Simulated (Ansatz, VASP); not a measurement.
## Fe in VASP and in Ansatz

```
CELL_PARAMETERS angstrom
0.00000 1.70222 1.70222
1.70222 0.00000 1.70222
1.70222 1.70222 0.00000
ATOMIC_POSITIONS crystal
Fe 0.00000 0.00000 0.00000
```

Alike in both runs: task relaxation of cell and atoms; functional PBEsol; k mesh 20 × 20 × 20; occupations gaussian, width 0.1 eV; collinear spin.

|  | VASP | Ansatz |
| --- | --- | --- |
| version | VASP 6.6.1 | Ansatz 0.2.0 |
| potentials or method | VASP PAW PBE potentials, release 64 (Fe), cutoff 600 eV | scalar-relativistic, plane waves, PAW |
| valence electrons in the cell | 8 | 16 |

VASP gave:

```
gap on the k mesh at the Fermi level, each at its own relaxed structure (eV) : none
net moment per atom (μB)                                                     : 0.00
size of the moment on the site where the two differ most (μB)                : 0.00
relaxed volume (Å³/atom)                                                     : 9.85
relaxed cell length with the largest relative difference (Å)                 : 2.406
```

Question: Estimate Ansatz's values.

Answer: gap on the k mesh at the Fermi level, each at its own relaxed structure (eV): none; net moment per atom (μB): 0.20; size of the moment on the site where the two differ most (μB): 0.20; relaxed volume (Å³/atom): 9.88; relaxed cell length with the largest relative difference (Å): 2.409.

The net moments are unlike, so the other rows may belong to different states. VASP's potentials were made for PBE, not for PBEsol. Site moments also hang on the region over which each program counts them. A gap of «none» marks a metal or a gap that the smearing closes. VASP's potentials hold 8 valence electrons a cell and Ansatz's 16, so a difference there can come from the potentials and not from the codes.
